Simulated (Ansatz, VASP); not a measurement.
**Two plane-wave programs on Zn**

```
CELL_PARAMETERS angstrom
-1.56904 1.56904 1.56904
1.56904 -1.56904 1.56904
1.56904 1.56904 -1.56904
ATOMIC_POSITIONS crystal
Zn 0.00000 0.00000 0.00000
```

Alike in both runs: task relaxation of cell and atoms; functional revPBE; k mesh 12 × 12 × 12; occupations fermi-dirac, width 0.05 eV; no spin polarisation.

```csv
,VASP,Ansatz
version,VASP 6.6.1,Ansatz 0.2.0
potentials or method,"VASP PAW PBE potentials, release 64 (Zn)",Ansatz PAW
plane-wave cutoff (eV),600,420
valence electrons in the cell,12,12
```

```csv
,VASP,Ansatz,Ansatz less VASP
"gap on the k mesh at the Fermi level, each at its own relaxed structure (eV)",none,none,-
relaxed volume (Å³/atom),16.01,15.91,-0.106
relaxed cell length with the largest relative difference (Å),2.750,2.744,-0.0061
```

VASP's potentials were made for PBE, not for revPBE. A gap of «none» marks a metal or a gap that the smearing closes.

Noted on Ansatz's run: the plane-wave basis is chosen anew once the cell has moved, so the energies of steps on either side of that aren't comparable.
